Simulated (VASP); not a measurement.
# WC (Qusongite) in VASP: a series of runs, part 2 of 2

VASP 6.6.1. The steps go on from the part before.

## Step 3: Single point, PBEsol

File INCAR:

```
SYSTEM = WC
ALGO = Normal
EDIFF = 1E-6
ENCUT = 520
GGA = PS
ISIF = 2
ISMEAR = -1
LASPH = .True.
LCHARG = .False.
LREAL = .False.
LWAVE = .False.
NBANDS = 16
NELM = 80
PREC = Accurate
SIGMA = 0.1
```

File KPOINTS:

```
Automatic mesh
0
Gamma
  6 6 5
  0.5 0.5 0
```

File POSCAR:

```
WC
1.0
    2.9065000000      0.0000000000      0.0000000000
   -1.4532500000      2.5171030000      0.0000000000
    0.0000000000      0.0000000000      2.8366000000
W C
1 1
Direct
    0.0100000000      0.0000000000      0.0000000000
    0.6666666667      0.3333333333      0.5000000000
```

Potentials or basis: VASP PAW PBE potentials, release 64 (W_sv, C).

Started as:

```console
cat potpaw_PBE.64/W_sv/POTCAR potpaw_PBE.64/C/POTCAR > POTCAR
mpirun -np 1 vasp_std > vasp.out
```

OUTCAR:

```text
SYSTEM = WC
   EDIFF = 1E-6
   ENCUT = 520
   GGA = PS
   ISIF = 2
   ISMEAR = -1
   LASPH = .True.
   LREAL = .False.
   NELM = 80
   PREC = Accurate

 ion  position               nearest neighbor table
   1  0.010  0.000  0.000-   2 2.18   2 2.18   2 2.20   2 2.20   2 2.22   2 2.22
   2  0.667  0.333  0.500-   1 2.18   1 2.18   1 2.20   1 2.20   1 2.22   1 2.22

  LATTYP: Found a hexagonal cell.
 ALAT       =     2.9065000000
 C/A-ratio  =     0.9759504559

  Lattice vectors:

 A1 = (   2.9065000000,   0.0000000000,   0.0000000000)
[... 625 lines left out ...]
      3     -26.9788      2.00000
      4     -26.9615      2.00000
      5      -2.3312      2.00000
      6       5.7401      2.00000
[... 8 lines left out ...]
     15      24.5368      0.00000
     16      29.2302      0.00000

 [... further k-points ...]
[... 5 lines left out ...]
  --------------------------------------------------------------------------------------
  -------------------------------------------------------------------------------------
  Total       -0.1718564     -0.1681284     -0.3903724      0.1361859      0.0000000      0.0000000
  in kB      -13.2680466    -12.9802228    -30.1384043     10.5141295      0.0000000      0.0000000
  external PRESSURE =     -18.7955579 kB  Pullay stress =       0.0000000 kB

 VOLUME and BASIS-vectors are now :
 -----------------------------------------------------------------------------
  energy-cutoff  :      520.00
  volume of cell :       20.75
      direct lattice vectors                 reciprocal lattice vectors
     2.906500000  0.000000000  0.000000000     0.344056425  0.198641057  0.000000000
    -1.453250000  2.517103000  0.000000000     0.000000000  0.397282114  0.000000000
     0.000000000  0.000000000  2.836600000     0.000000000  0.000000000  0.352534725

 POSITION                                       TOTAL-FORCE (eV/Angst)
 -----------------------------------------------------------------------------------
      0.02906      0.00000      0.00000        -0.462484     -0.009843      0.000000
      1.45325      0.83903      1.41830         0.462484      0.009843      0.000000
 -----------------------------------------------------------------------------------
    total drift:                               -0.000005      0.000001      0.000000

  FREE ENERGIE OF THE ION-ELECTRON SYSTEM (eV)
  ---------------------------------------------------
  free  energy   TOTEN  =       -23.8913511359 eV

  energy  without entropy=      -23.8821394341  energy(sigma->0) =      -23.88674529
```

OSZICAR:

```text
N       E                     dE             d eps       ncg     rms          rms(c)
DAV:   1     0.107142318275E+03    0.10714E+03   -0.92975E+03  5184   0.125E+03
DAV:   2    -0.236972087624E+02   -0.13084E+03   -0.12654E+03  6192   0.335E+02
DAV:   3    -0.267880794245E+02   -0.30909E+01   -0.30783E+01  5736   0.489E+01
DAV:   4    -0.268041372483E+02   -0.16058E-01   -0.16057E-01  6872   0.396E+00
DAV:   5    -0.268042549864E+02   -0.11774E-03   -0.11774E-03  5672   0.322E-01    0.331E+01
DAV:   6    -0.239949658122E+02    0.28093E+01   -0.53118E+00  6352   0.249E+01    0.912E+00
DAV:   7    -0.239258209246E+02    0.69145E-01   -0.38135E-01  5272   0.476E+00    0.626E+00
DAV:   8    -0.238923537748E+02    0.33467E-01   -0.65580E-02  5928   0.208E+00    0.862E-01
DAV:   9    -0.238915238327E+02    0.82994E-03   -0.25853E-03  5488   0.395E-01    0.120E-01
DAV:  10    -0.238913515380E+02    0.17229E-03   -0.27698E-04  6792   0.198E-01    0.452E-02
DAV:  11    -0.238913519049E+02   -0.36693E-06   -0.11572E-05  5656   0.332E-02    0.814E-03
DAV:  12    -0.238913511359E+02    0.76900E-06   -0.21898E-06  5224   0.120E-02
   1 F= -.23891351E+02 E0= -.23886745E+02  d E =-.921170E-02
```

Wall time 25 s (1 thread of Intel Xeon Platinum 8488C (Sapphire Rapids), shared host); peak memory 0.18 GiB.

What came out:

```
Free energy            : -23.8914 eV
Pressure               : -1.9 GPa
Largest force          : 0.463 eV/Å
Band gap on the k mesh : zero (band 9 reaches 11.29 eV, above the bottom of band 10 at 10.64 eV)
```

Forces on the atoms (eV/Å):
```
W   -0.462 -0.010  0.000
C    0.462  0.010  0.000
```

Levels at points of the mesh, in eV from the Fermi level:
```tsv
k point	band 5	band 6	band 7	band 8	band 9	band 10	band 11	band 12	band 13	band 14
(0.08, 0.08, 0.00)	-13.91	-4.52	-3.64	-2.88	-1.18	3.01	4.52	4.66	5.39	7.84
```

Caveat: the k points lie up to 0.44 Å⁻¹ apart; the PAW data sets were made with another functional, which shifts forces and pressure a little; spin-orbit coupling is left out, which moves the levels of the heavy elements.

## Step 4: Single point, PBEsol

File INCAR:

```
PREC = Accurate ; ENCUT = 520
EDIFF = 1E-7 ; ISMEAR = -1
SIGMA = 0.1 ; LREAL = False
LASPH = True ; NELM = 60
ALGO = Normal ; ISIF = 2
LWAVE = False ; LCHARG = True
GGA = PS ; LELF = True
LVHAR = True ; NBANDS = 16
```

KPOINTS is that of step 3.

Edit POSCAR of step 3 so:

```diff
@@ -8,3 +8,3 @@
 Direct
-    0.0100000000      0.0000000000      0.0000000000
+    0.0150000000      0.0000000000      0.0000000000
     0.6666666667      0.3333333333      0.5000000000
```

Started as:

```console
cat potpaw_PBE.64/W_sv/POTCAR potpaw_PBE.64/C/POTCAR > POTCAR
mpirun -np 1 vasp_std > vasp.out
```

It took 30 s on 1 thread of Intel Xeon Platinum 8488C (Sapphire Rapids), shared host; peak memory 0.18 GiB.

It converged, with:

```
Free energy            : -23.8830 eV
Pressure               : -1.7 GPa
Largest force          : 0.693 eV/Å
Band gap on the k mesh : zero (band 9 reaches 11.31 eV, above the bottom of band 10 at 10.63 eV)
```

Forces on the atoms (eV/Å):
```
W   -0.693 -0.022  0.000
C    0.693  0.022  0.000
```

Stress tensor (GPa, compression positive):
```
-1.20  1.58  0.00
 1.58 -1.14  0.00
 0.00  0.00 -2.78
```

Levels at points of the mesh, in eV from the Fermi level:
| k point | band 7 | band 8 | band 9 | band 10 | band 11 | band 12 |
| --- | --- | --- | --- | --- | --- | --- |
| (0.08, 0.08, 0.00) | -3.63 | -2.90 | -1.21 | 3.02 | 4.43 | 4.67 |

Caveat: the k points lie up to 0.44 Å⁻¹ apart; the PAW data sets were made with another functional, which shifts forces and pressure a little; spin-orbit coupling is left out, which moves the levels of the heavy elements.

## Step 5: Single point, PBEsol

File INCAR:

```
PREC     = Accurate       # precision mode
ENCUT    = 520            # plane-wave cutoff, eV
EDIFF    = 1E-7           # SCF threshold, eV
ISMEAR   = -1             # smearing method
SIGMA    = 0.1            # smearing width, eV
LREAL    = F              # projectors in reciprocal space
LASPH    = T              # aspherical terms in the spheres
NELM     = 60             # most SCF steps
ALGO     = Normal         # electronic algorithm
ISIF     = 2              # what is computed and relaxed
LWAVE    = F              # write WAVECAR
LCHARG   = F              # write CHGCAR
GGA      = PS             # functional
NBANDS   = 16             # bands
```

KPOINTS is that of step 4.

Edit POSCAR of step 4 so:

```diff
@@ -8,3 +8,3 @@
 Direct
-    0.0150000000      0.0000000000      0.0000000000
+    0.0200000000      0.0000000000      0.0000000000
     0.6666666667      0.3333333333      0.5000000000
```

Started as:

```console
cat potpaw_PBE.64/W_sv/POTCAR potpaw_PBE.64/C/POTCAR > POTCAR
mpirun -np 1 vasp_std > vasp.out
```

Run time: 24 s. Hardware: 1 thread of Intel Xeon Platinum 8488C (Sapphire Rapids), shared host; peak memory 0.18 GiB.

The run converged. Its results:

```yaml
Free_energy: -23.8712 eV
Pressure: -1.5 GPa
Largest_force: 0.924 eV/Å
Band_gap_on_the_k_mesh: zero (band 9 reaches 11.33 eV, above the bottom of band 10 at 10.63 eV)
```

Forces in eV/Å, atoms in the order of the input:
```
W   -0.923 -0.039  0.000
C    0.923  0.039  0.000
```

Stress tensor (GPa, compression positive):
```
-1.04  2.11  0.00
 2.11 -0.93  0.00
 0.00  0.00 -2.49
```

Levels at points of the mesh, in eV from the Fermi level:
```
           k point  band 5  band 6  band 7  band 8  band 9  band 10  band 11  band 12  band 13  band 14
(0.08, 0.08, 0.00)  -13.92   -4.55   -3.63   -2.91   -1.25     3.03     4.34     4.68     5.48     7.85
```

Caveat: the k points lie up to 0.44 Å⁻¹ apart; the PAW data sets were made with another functional, which shifts forces and pressure a little; spin-orbit coupling is left out, which moves the levels of the heavy elements.

## Step 6: Single point, PBEsol

File INCAR:

```
SYSTEM = WC
ALGO = Normal ; EDIFF = 1E-6
ENCUT = 520 ; GGA = PS
ISIF = 2 ; ISMEAR = -1
ISYM = 0 ; LASPH = .TRUE.
LCHARG = .TRUE. ; LELF = .TRUE.
LREAL = .FALSE. ; LVHAR = .TRUE.
LWAVE = .FALSE. ; NBANDS = 16
NELM = 100 ; PREC = Accurate
SIGMA = 0.1
```

KPOINTS is that of step 5.

Edit POSCAR of step 5 so:

```diff
@@ -8,3 +8,3 @@
 Direct
-    0.0200000000      0.0000000000      0.0000000000
+    0.0000000000      0.0000000000      0.0000000000
     0.6666666667      0.3333333333      0.5000000000
```

Potentials or basis: VASP PAW PBE potentials, release 64 (W_sv, C).

Started as:

```console
cat potpaw_PBE.64/W_sv/POTCAR potpaw_PBE.64/C/POTCAR > POTCAR
mpirun -np 1 vasp_std > vasp.out
```

Wall time 47 s (1 thread of Intel Xeon Platinum 8488C (Sapphire Rapids), shared host); peak memory 0.21 GiB.

It converged, with:

- Free energy: -23.8981 eV
- Pressure: -2.0 GPa
- Band gap on the k mesh: zero (band 9 reaches 11.27 eV, above the bottom of band 10 at 10.65 eV)

Stress tensor (GPa, compression positive):
```
-1.42  0.00  0.00
 0.00 -1.42  0.00
 0.00  0.00 -3.18
```

Levels at points of the mesh, in eV from the Fermi level:
```csv
k point,band 7,band 8,band 9,band 10,band 11,band 12
"(0.08, 0.08, 0.00)",-3.66,-2.86,-1.13,2.98,4.63,4.67
```

Caveat: the k points lie up to 0.44 Å⁻¹ apart; the PAW data sets were made with another functional, which shifts forces and pressure a little; spin-orbit coupling is left out, which moves the levels of the heavy elements.
